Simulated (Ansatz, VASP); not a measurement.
## One calculation of HgTe, two programs

The input INCAR:

```
  PREC = Accurate
  ENCUT = 520
  EDIFF = 1E-8
  ISMEAR = -1
  SIGMA = 0.03
  LREAL = False
  LASPH = True
  NELM = 80
  ALGO = Normal
  ISIF = 2
  LWAVE = False
  LCHARG = False
  LEFG = True
  NBANDS = 16
```

File KPOINTS:

```
regular mesh
0
Gamma
  11 11 11
```

POSCAR

```
HgTe
1.0
    0.0000000000      3.2659193382      3.2659193382
    3.2659193382      0.0000000000      3.2659193382
    3.2659193382      3.2659193382      0.0000000000
Hg Te
1 1
Direct
    0.0000000000      0.0000000000      0.0000000000
    0.7500000000      0.7500000000      0.7500000000
```

Input for Ansatz:

```yaml
crystal:
  lattice:
    - [0.0, 3.2659193382, 3.2659193382]
    - [3.2659193382, 0.0, 3.2659193382]
    - [3.2659193382, 3.2659193382, 0.0]
  atoms:
    - { symbol: Hg, position: [0.0, 0.0, 0.0] }
    - { symbol: Te, position: [0.75, 0.75, 0.75] }
kpoints:
  mp_grid: { grid: [11, 11, 11] }
scf:
  occupations: { method: fermi_dirac, width: 0.03 }
hamiltonian:
  xc: lda
  pseudopotentials: { kind: paw }
output:
  forces: true
  stress: true
  eigenvalues: true
  efg: { contact_densities: true }
```

Change from the starting cell: functional lda, volume scaled by 1.04, PAW files.

Alike in both runs: task electric field gradients; functional LDA; k mesh 11 × 11 × 11; occupations fermi-dirac, width 0.03 eV; no spin polarisation.

|  | VASP | Ansatz |
| --- | --- | --- |
| version | VASP 6.6.1 | Ansatz 0.2.0 |
| potentials or method | VASP PAW LDA potentials, release 64 (Hg, Te) | PAW with Ansatz's default frozen-core files, scalar-relativistic |
| plane-wave cutoff (eV) | 520 | 420 |
| valence electrons in the cell | 18 | 36 |

Ansatz gave:

| Property | Result |
| --- | --- |
| pressure (GPa) | -1.9 |

Question: Which values does VASP return?

Answer: Pressure (GPa): -1.7.

LDA's correlation is that of Perdew and Zunger in VASP and of Perdew and Wang (1992) in Ansatz. VASP's potentials hold 18 valence electrons a cell and Ansatz's 36, so a difference there can come from the potentials and not from the codes.

Spin-orbit coupling is off throughout.
